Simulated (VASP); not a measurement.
ScHg, 2 atoms in the cell. It takes space group Pm-3m (No. 221, cubic). Conventional cell: a = 3.548 Å, b = 3.548 Å, c = 3.548 Å, α = 90.00°, β = 90.00°, γ = 90.00°. Within 4.0 Å of Sc (site symmetry m-3m) lie 8 Hg at 3.07 Å and 6 Sc at 3.55 Å. Hg (site symmetry m-3m) has 8 Sc at 3.07 Å and 6 Hg at 3.55 Å within 4.0 Å. 

| Quantity | Value |
| --- | --- |
| Program | VASP 6.6.1 |
| Task | electric field gradients |
| Functional | PBEsol |
| Potentials or basis | VASP PAW PBE potentials, release 64 (Sc_sv, Hg) |
| Cutoff | 520 eV |
| k mesh | 12 × 12 × 12 |
| Occupations | fermi-dirac, width 0.08 eV |
| Spin | no spin polarisation |
| Dipole correction | no |
| Further INCAR settings | ALGO = Normal; EDIFF = 1e-08; NBANDS = 18 |

Potentials or basis: VASP PAW PBE potentials, release 64 (Sc_sv, Hg).

Run with:

```sh
$ cat potpaw_PBE.64/Sc_sv/POTCAR potpaw_PBE.64/Hg/POTCAR > POTCAR
$ mpirun -np 1 vasp_std > vasp.out
```

Hardware: 1 thread of Intel Xeon 8259CL, with other jobs on the host.

Problem. How long does it take, and how much memory?

Solution. Wall time 110 s on 1 thread of Intel Xeon 8259CL, on a shared host, peak memory 0.21 GiB. Counts: scf iterations 15, k points 84.
